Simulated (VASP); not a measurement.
Se:

```xyz
3
Lattice="3.9535 0.0000 0.0000 -1.9767 3.4238 0.0000 0.0000 0.0000 5.1205" Properties=species:S:1:pos:R:3 pbc="T T T"
Se   -0.9711    3.4238    1.7068
Se    3.4507    0.8709    3.4137
Se    1.4739    2.5529    5.1205
```

Base run:

| Property | Result |
| --- | --- |
| Program | VASP 6.6.1 |
| Functional | LDA |
| Potentials or basis | VASP PAW LDA potentials, release 64 (Se) |
| Cutoff | 520 eV |
| k mesh | 8 × 8 × 5 |
| Occupations | fermi-dirac, width 0.05 eV |
| Spin | no spin polarisation |

Its results: band gap on the k mesh 0.89 eV, indirect (least direct gap 1.07 eV); pressure 0.2 GPa; largest force 0.052 eV/Å.

Task: After a change of settings the same cell gave: band gap on the k mesh 1.93 eV, indirect (least direct gap 2.03 eV); pressure -1.2 GPa; largest force 2.045 eV/Å. Which change was it?
A. k mesh from 8 × 8 × 5 to 3 × 3 × 2
B. k mesh from 8 × 8 × 5 to 9 × 9 × 6; occupations from fermi-dirac, width 0.05 eV to gaussian, width 0.2 eV
C. k mesh from 8 × 8 × 5 to 2 × 2 × 1
D. k mesh from 8 × 8 × 5 to 3 × 3 × 2; further incar settings from ALGO = Normal; EDIFF = 1e-07; NBANDS = 16 to ALGO = Normal; EDIFF = 1e-06; NBANDS = 16

Result: C.

Caveats: some runs use coarse meshes; forces of over 1 eV/Å act on the atoms, so gaps and moduli don't describe the material at rest (some runs).
